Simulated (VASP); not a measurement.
# Ca32H (a cell with a defect) in VASP: a series of runs

Ca32H (a cell with a defect) is run at these levels: PBEsol; tasks: single point.

Program: VASP 6.6.1. These are calculated values, not measurements. Logs are shortened: lines on timing, memory, paths and dates and some standing lists are left out, and cuts for length are marked.

### Step 1. The cell of the first run

The cell holds a defect, 33 atoms: a = 11.160 Å, b = 11.160 Å, c = 11.160 Å, α = 90.00°, β = 90.00°, γ = 90.00°.

### Step 2. Single point, PBEsol

INCAR

```
  PREC = Accurate
  ENCUT = 520
  EDIFF = 1E-6
  ISMEAR = -1
  SIGMA = 0.05
  LREAL = Auto
  LASPH = T
  NELM = 60
  ALGO = Normal
  ISIF = 2
  LWAVE = F
  LCHARG = F
  GGA = PS
  NBANDS = 182
```

KPOINTS

```
Automatic mesh
0
Gamma
  1 1 1
```

POSCAR

```
Ca32H
1.0
   11.1600000000      0.0000000000      0.0000000000
    0.0000000000     11.1600000000      0.0000000000
    0.0000000000      0.0000000000     11.1600000000
Ca H
32 1
Direct
    0.5362544803      0.0157347670     -0.0104838710
    0.7581003584      0.2705107527     -0.0067383513
    0.7719982079     -0.0156182796      0.2473297491
   -0.0043637993     -0.0012007168     -0.0057526882
    0.2577777778      0.2442562724     -0.0372759857
    0.5041756272      0.4729390681      0.0404749104
    0.7578494624      0.7612813620     -0.0024014337
    0.2594892473     -0.0256630824      0.2996863799
    0.5026523297      0.2696953405      0.2522491039
    0.7452060932      0.4798835125      0.2878405018
    0.5162275986      0.0109677419      0.4685125448
    0.7668279570      0.2662186380      0.5116666667
    0.6732706093     -0.0264516129      0.7224193548
    0.0002598566      0.5020609319      0.0484408602
    0.2577060932      0.7753046595     -0.0218189964
    0.0097401434      0.2581362007      0.2602329749
    0.2186469534      0.5146594982      0.2593010753
    0.4979749104      0.7380465950      0.2631899642
   -0.0149641577     -0.0144265233      0.4796863799
    0.2251164875      0.2601971326      0.4702150538
    0.4879569892      0.4930734767      0.5004569892
    0.7508243728      0.7408691756      0.5064874552
    0.3055376344     -0.0168100358      0.6910394265
    0.5564874552      0.2453494624      0.7677419355
    0.7710931900      0.5326254480      0.7568996416
   -0.0137992832      0.7522401434      0.2465053763
    0.0032168459      0.5033422939      0.5141935484
    0.2316756272      0.7388261649      0.5022939068
   -0.0137007168      0.2634229391      0.7285304659
    0.2400448029      0.5056362007      0.7527956989
    0.5104211470      0.7260931900      0.7195519713
   -0.0281541219      0.7801344086      0.7259946237
    0.6350985663      0.3354211470      0.4265412186
```

Potentials or basis: VASP PAW PBE potentials, release 64 (Ca_sv, H).

The run is started by

```bash
> cat potpaw_PBE.64/Ca_sv/POTCAR potpaw_PBE.64/H/POTCAR > POTCAR
> mpirun -np 1 vasp_gam > vasp.out
```

OUTCAR:

```text
PREC = Accurate
   ENCUT = 520
   EDIFF = 1E-6
   ISMEAR = -1
   LREAL = Auto
   LASPH = T
   NELM = 60
   ISIF = 2
   GGA = PS

 ion  position               nearest neighbor table
   1  0.536  0.016  0.990-
   2  0.758  0.271  0.993-
   3  0.772  0.984  0.247-
   4  0.996  0.999  0.994-
   5  0.258  0.244  0.963-
   6  0.504  0.473  0.040-
   7  0.758  0.761  0.998-
   8  0.259  0.974  0.300-
   9  0.503  0.270  0.252-
  10  0.745  0.480  0.288-
  11  0.516  0.011  0.469-
  12  0.767  0.266  0.512-  33 1.91
  13  0.673  0.974  0.722-
  14  0.000  0.502  0.048-
  15  0.258  0.775  0.978-
  16  0.010  0.258  0.260-
  17  0.219  0.515  0.259-
  18  0.498  0.738  0.263-
[... 12 lines left out ...]
  31  0.510  0.726  0.720-
  32  0.972  0.780  0.726-
  33  0.635  0.335  0.427-  12 1.91

  LATTYP: Found a simple cubic cell.
 ALAT       =    11.1600000000

  Lattice vectors:

 A1 = (  11.1600000000,   0.0000000000,   0.0000000000)
 A2 = (   0.0000000000,  11.1600000000,   0.0000000000)
 A3 = (   0.0000000000,   0.0000000000,  11.1600000000)

Analysis of symmetry for initial positions (statically):
=====================================================================
 Subroutine PRICEL returns:
 Original cell was already a primitive cell.

 Routine SETGRP: Setting up the symmetry group for a
 simple cubic supercell.

 Subroutine GETGRP returns: Found  1 space group operations
 (whereof  1 operations were pure point group operations)
 out of a pool of 48 trial point group operations.

The static configuration has the point symmetry C_1 .

Analysis of symmetry for dynamics (positions and initial velocities):
=====================================================================
 Subroutine PRICEL returns:
 Original cell was already a primitive cell.

 Routine SETGRP: Setting up the symmetry group for a
 simple cubic supercell.

 Subroutine GETGRP returns: Found  1 space group operations
 (whereof  1 operations were pure point group operations)
 out of a pool of 48 trial point group operations.

The dynamic configuration has the point symmetry C_1 .

 Subroutine INISYM returns: Found  1 space group operations
 (whereof  1 operations are pure point group operations),
 and found     1 'primitive' translations

----------------------------------------------------------------------------------------

                                     Primitive cell

  volume of cell :    1389.9289

  direct lattice vectors                    reciprocal lattice vectors
    11.160000000  0.000000000  0.000000000     0.089605735  0.000000000  0.000000000
     0.000000000 11.160000000  0.000000000     0.000000000  0.089605735  0.000000000
     0.000000000  0.000000000 11.160000000     0.000000000  0.000000000  0.089605735

  length of vectors
    11.160000000 11.160000000 11.160000000     0.089605735  0.089605735  0.089605735

  position of ions in fractional coordinates (direct lattice)
     0.536254480  0.015734767  0.989516129
     0.758100358  0.270510753  0.993261649
     0.771998208  0.984381720  0.247329749
     0.995636201  0.998799283  0.994247312
     0.257777778  0.244256272  0.962724014
     0.504175627  0.472939068  0.040474910
[... 25 lines left out ...]
     0.971845878  0.780134409  0.725994624
     0.635098566  0.335421147  0.426541219

  ion indices of the primitive-cell ions
   primitive index   ion index
                 1           1
                 2           2
                 3           3
                 4           4
                 5           5
                 6           6
[... 25 lines left out ...]
                32          32
                33          33

----------------------------------------------------------------------------------------

 KPOINTS: Automatic mesh

Automatic generation of k-mesh.
 Grid dimensions read from file:
 generate k-points for:    1    1    1

 Generating k-lattice:

  Cartesian coordinates                     Fractional coordinates (reciprocal lattice)
     0.089605735  0.000000000  0.000000000     1.000000000  0.000000000  0.000000000
[... 42 lines left out ...]
   TEBEG  =    0.0;   TEEND  =   0.0 temperature during run
   PSTRESS=    0.0 pullay stress
   NELECT =     321.0000    total number of electrons
   NUPDOWN=      -1.0000    fix difference up-down
   EMIN   =  10.00;   EMAX   =-10.00  energy-range for DOS
   EFERMI =   0.00;   METHOD = LEGACY
   ISMEAR =    -1;   SIGMA  =   0.05  broadening in eV -4-tet -1-fermi 0-gaus
   EFERMI_NEDOS =   21; number of points for ismear=-14 and -15
   IALGO  =     38    algorithm
   IMIX   =      4    mixing-type and parameters
     AMIX     =   0.40;   BMIX     =  1.00
     AMIX_MAG =   1.60;   BMIX_MAG =  1.00
  volume/ion in A,a.u.               =      42.12       284.23
  Fermi-wavevector in a.u.,A,eV,Ry     =   1.004413  1.898065 13.726175  1.008845
  Thomas-Fermi vector in A             =   2.137027
   LORBIT       =      0    0 simple, 1 ext, 2 COOP (PROOUT), +10 PAW based schemes
   GGA     = PS    functional components
   LHFCALC =     F    Hartree Fock is set to
   AEXX    =    0.0000 exact exchange contribution
   IVDW    =     0    specifies the selected vdW correction
   LEPSILON=     F    determine dielectric tensor
   LRPA    =     F    only Hartree local field effects (RPA)
 non-spin polarized calculation
  energy-cutoff  :      520.00
  volume of cell :     1389.93
 maximum number of plane-waves:     18765
 NGX is ok and might be reduce to    84
   NGX = 41   NGY = 41   NGZ = 41

 number of electron     321.0000016 magnetization

 Free energy of the ion-electron system (eV)
  ---------------------------------------------------
  ext. energy  EPLUGINS =         0.00000000
  ---------------------------------------------------
  free energy    TOTEN  =       -70.20464621 eV

  energy without entropy =      -69.91172831  energy(sigma->0) =      -70.05818726

 E-fermi :   1.8843     XC(G=0):  -7.7045

 val. band max:        1.8554370363   @ k =   0.0000   0.0000   0.0000
 cond. band min:       1.9184463439   @ k =   0.0000   0.0000   0.0000
 fundamental gap:      0.0630093075
 Fermi energy:         1.8843397191

 k-point     1 :       0.0000    0.0000    0.0000
  band No.  band energies     occupation
      1     -40.6035      2.00000
      2     -40.5126      2.00000
      3     -40.4946      2.00000
      4     -40.3833      2.00000
      5     -40.3604      2.00000
      6     -40.3271      2.00000
[... 164 lines left out ...]
    171       2.2990      0.00050
    172       2.3335      0.00025
 [bands above 172 left out]

------------------------ aborting loop because EDIFF is reached ----------------------------------------

  FORCE on cell =-STRESS in cart. coord.  units (eV):
  Direction    XX          YY          ZZ          XY          YZ          ZX
  --------------------------------------------------------------------------------------
  -------------------------------------------------------------------------------------
  Total       -5.4627054     -2.8005473     -2.7226212     -0.5908128     -1.3267525      3.3412304
  in kB       -6.2968852     -3.2282036     -3.1383778     -0.6810326     -1.5293536      3.8514514
  external PRESSURE =      -4.2211555 kB  Pullay stress =       0.0000000 kB

 VOLUME and BASIS-vectors are now :
 -----------------------------------------------------------------------------
  energy-cutoff  :      520.00
  volume of cell :     1389.93
      direct lattice vectors                 reciprocal lattice vectors
    11.160000000  0.000000000  0.000000000     0.089605735  0.000000000  0.000000000
     0.000000000 11.160000000  0.000000000     0.000000000  0.089605735  0.000000000
     0.000000000  0.000000000 11.160000000     0.000000000  0.000000000  0.089605735

 POSITION                                       TOTAL-FORCE (eV/Angst)
 -----------------------------------------------------------------------------------
      5.98460      0.17560     11.04300        -0.620847     -0.084144      0.746230
      8.46040      3.01890     11.08480         0.439170     -0.276902      0.448912
      8.61550     10.98570      2.76020        -0.550771      0.568599     -0.130832
     11.11130     11.14660     11.09580         0.087242      0.391651     -0.041790
      2.87680      2.72590     10.74400        -0.054171     -0.249331      0.433363
      5.62660      5.27800      0.45170        -0.143907      0.776856     -0.845775
[... 25 lines left out ...]
     10.84580      8.70630      8.10210         0.566963     -0.041949      0.516495
      7.08770      3.74330      4.76020        -1.200979      0.947221     -1.083758
 -----------------------------------------------------------------------------------
    total drift:                                0.001013     -0.001249      0.002172

  FREE ENERGIE OF THE ION-ELECTRON SYSTEM (eV)
  ---------------------------------------------------
  free  energy   TOTEN  =       -70.2046462142 eV

  energy  without entropy=      -69.9117283096  energy(sigma->0) =      -70.05818726
```

Wall time 11 min (1 thread of Intel Xeon Platinum 8259CL at 2.50GHz (Skylake/Cascade Lake), shared host); peak memory 1 GiB.

What came out:

```
Free energy            : -70.2046 eV
Pressure               : -0.4 GPa
Largest force          : 1.875 eV/Å
Band gap on the k mesh : zero (an odd number of electrons rules out a gap without spin polarisation)
```

Forces in eV/Å, atoms in the order of the input:
```
Ca  -0.621 -0.084  0.746
Ca   0.439 -0.277  0.449
Ca  -0.551  0.569 -0.131
Ca   0.087  0.392 -0.042
Ca  -0.054 -0.249  0.433
Ca  -0.144  0.777 -0.846
Ca  -0.303 -0.342 -0.056
Ca  -0.228  0.405 -0.960
Ca   0.082 -0.669  0.490
Ca  -0.027  0.094 -0.132
Ca   0.190  0.107 -0.116
Ca   0.447 -0.820  0.305
Ca   1.360  0.099  0.065
Ca  -0.174  0.017 -1.000
Ca   0.036 -0.178  0.140
Ca  -0.380 -0.423 -0.443
Ca   0.804  0.018 -0.063
Ca   0.105  0.011 -0.194
Ca   0.168  0.453  0.385
Ca   0.545 -0.169  0.784
Ca   0.238 -0.571 -0.178
Ca  -0.118  0.007 -0.505
Ca  -0.431  0.493  0.544
Ca  -0.890  0.715 -0.439
Ca  -0.185 -0.535  0.203
Ca   0.299 -0.169  0.192
Ca  -0.082  0.268 -0.408
Ca   0.137 -0.234  0.132
Ca   0.269 -0.479  0.619
Ca   0.067  0.040  0.077
Ca  -0.451 -0.171  0.517
Ca   0.567 -0.042  0.516
H   -1.201  0.947 -1.084
```

Levels at points of the mesh, in eV from the Fermi level:
```csv
k point,band 156,band 157,band 158,band 159,band 160,band 161,band 162,band 163,band 164,band 165
"(0.00, 0.00, 0.00)",-0.31,-0.29,-0.27,-0.21,-0.03,0.03,0.06,0.08,0.11,0.20
```

Caveat: the k points lie up to 0.56 Å⁻¹ apart, too coarse for converged energies and pressures of a metal; the PAW data sets were made with another functional, which shifts forces and pressure a little.

(Part 1 of 2 ends here.)

The gap in the log of VASP goes by the Fermi energy; the results here count the filled bands.